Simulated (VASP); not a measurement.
Write the native input for VASP 6.6.1 that does the following.

```yaml
Task: single point
Functional: r2SCANh
Potentials_or_basis: VASP PAW PBE potentials, release 64 (Hf_pv, O, Cu)
Cutoff: 580 eV
k_mesh: 1 × 1 × 1
Occupations: fermi-dirac, width 0.01 eV
Spin: collinear spin
Starting_moments: "[0.01, 0.01, 0.0, 0.03, 0.0, 0.09, 0.02, 0.01, 0.0, 0.04, 0.0, 0.01, 0.06, 0.0, 0.0, 0.0, 0.01, 0.0, 0.0, 0.02, 0.09, 0.0, 0.0, 0.0, 0.09] μB"
Fixed_moment: 1 μB
Dipole_correction: no
Grid_for_exact_exchange_PRECFOCK: Fast
Further_INCAR_settings: ALGO = Normal; EDIFF = 1e-06; NBANDS = 116
Share_of_exact_exchange: 0.1
```

System: Hf8CuO16 (a cell with a defect).

```
CELL_PARAMETERS angstrom
-0.89291 5.21249 5.27760
4.26871 0.00000 5.27256
5.16162 5.21249 -0.00503
ATOMIC_POSITIONS crystal
Hf 0.44778 0.27190 0.00679
Hf 0.93083 0.77394 0.52735
Hf 0.00642 0.78692 0.93589
Hf 0.51604 0.29251 0.43240
Hf 0.05754 0.23098 0.49331
Hf 0.55956 0.73963 0.98567
Hf 0.49865 0.72275 0.54783
Hf 0.98948 0.22987 0.05131
O 0.13494 0.84743 0.60495
O 0.66020 0.32220 0.09862
O 0.10992 0.42435 0.13165
O 0.60648 0.92387 0.63080
O 0.37333 0.65913 0.88030
O 0.87185 0.15937 0.38796
O 0.39050 0.09402 0.36405
O 0.89628 0.58849 0.86434
O 0.30293 0.03289 0.04958
O 0.80340 0.52430 0.56033
O 0.05525 0.11345 0.80556
O 0.58215 0.61965 0.29222
O 0.18742 0.45499 0.50409
O 0.70146 0.98245 0.93861
O 0.45595 0.38465 0.69243
O 0.94131 0.87264 0.20585
Cu 0.23137 0.64552 0.20905
```

One way to write it, as run:

POSCAR

```
Hf8CuO16
1.0
   -0.8929106200      5.2124939800      5.2775973300
    4.2687115500      0.0000000000      5.2725637200
    5.1616221700      5.2124939800     -0.0050336100
Hf O Cu
8 16 1
Direct
    0.4477795600      0.2719036100      0.0067850100
    0.9308297000      0.7739406900      0.5273528800
    0.0064175500      0.7869160900      0.9358949200
    0.5160358100      0.2925057800      0.4324021700
    0.0575383900      0.2309815100      0.4933112600
    0.5595612500      0.7396270200      0.9856670300
    0.4986495500      0.7227514800      0.5478312000
    0.9894796200      0.2298742000      0.0513060500
    0.1349380700      0.8474282200      0.6049516000
    0.6602023100      0.3221983000      0.0986215300
    0.1099184200      0.4243472800      0.1316485800
    0.6064791900      0.9238669700      0.6307982100
    0.3733287000      0.6591282600      0.8802958100
    0.8718486000      0.1593702600      0.3879572700
    0.3905035000      0.0940206300      0.3640523000
    0.8962807100      0.5884914500      0.8643423000
    0.3029251400      0.0328858700      0.0495792400
    0.8034025400      0.5243022600      0.5603273900
    0.0552532800      0.1134506900      0.8055583700
    0.5821484700      0.6196548800      0.2922191000
    0.1874184100      0.4549882400      0.5040916800
    0.7014585300      0.9824484100      0.9386142900
    0.4559469900      0.3846490600      0.6924293800
    0.9413127800      0.8726428000      0.2058539300
    0.2313743200      0.6455184400      0.2090537600
```

INCAR.step1

```
  PREC = Accurate
  ENCUT = 580
  EDIFF = 1E-5
  ISMEAR = -1
  SIGMA = 0.01
  LREAL = F
  LASPH = T
  NELM = 200
  ALGO = Normal
  ISIF = 2
  LWAVE = T
  ISPIN = 2
  MAGMOM = 0.01 0.01 0 0.03 0 0.09 0.02 0.01 0 0.04 0 0.01 0.06 0 0 0 0.01 0 0 0.02 0.09 0 0 0 0.09
  LORBIT = 11
  NUPDOWN = 1.0
  LMAXMIX = 4
  NBANDS = 116
  GGA = PE
  GGA_COMPAT = F
```

INCAR.step2

```
  PREC = Accurate
  ENCUT = 580
  EDIFF = 1E-6
  ISMEAR = -1
  SIGMA = 0.01
  LREAL = F
  LASPH = T
  NELM = 200
  ALGO = Normal
  ISIF = 2
  LWAVE = F
  LCHARG = T
  ISPIN = 2
  MAGMOM = 0.01 0.01 0 0.03 0 0.09 0.02 0.01 0 0.04 0 0.01 0.06 0 0 0 0.01 0 0 0.02 0.09 0 0 0 0.09
  LORBIT = 11
  NUPDOWN = 1.0
  LMAXMIX = 4
  METAGGA = R2SCAN
  LHFCALC = T
  AEXX = 0.1
  LMIXTAU = T
  PRECFOCK = Fast
  LELF = T
  LVHAR = T
  NBANDS = 116
  ISTART = 1
  GGA_COMPAT = F
```

KPOINTS

```
Automatic mesh
0
Gamma
  1 1 1
```

Potentials or basis: VASP PAW PBE potentials, release 64 (Hf_pv, O, Cu).

Command:

```console
$ cat potpaw_PBE.64/Hf_pv/POTCAR potpaw_PBE.64/O/POTCAR potpaw_PBE.64/Cu/POTCAR > POTCAR
$ cp INCAR.step1 INCAR
$ mpirun -np 1 vasp_gam > vasp.out
$ cp INCAR.step2 INCAR
$ mpirun -np 1 vasp_gam > vasp.out
```

It gave:

```
Pressure                                              : -6.5 GPa
Largest force                                         : 0.302 eV/Å
Net moment                                            : 1.00 μB per cell
Site moments                                          : Hf +0.02, +0.01, +0.00, +0.06, -0.00, +0.21, +0.05 (each value once); O +0.00, +0.03, -0.00, +0.01, +0.05, +0.02, +0.08 (each value once); Cu +0.22 μB
Valence electrons inside the program's atomic spheres : Hf 8.27, 8.37, 8.39, 8.24, 8.28, 8.36, 8.30 (each value once); O 5.13, 5.12, 5.14, 5.16, 5.11 (each value once); Cu 10.25
```

Caveat: the k points lie up to 1.11 Å⁻¹ apart; the PAW data sets were made with another functional, which shifts forces and pressure a little; the total moment is fixed, so each spin has its own Fermi level.

Wall time 27 min on 1 thread of Intel Xeon 8259CL (shared host), peak memory 0.74 GiB.
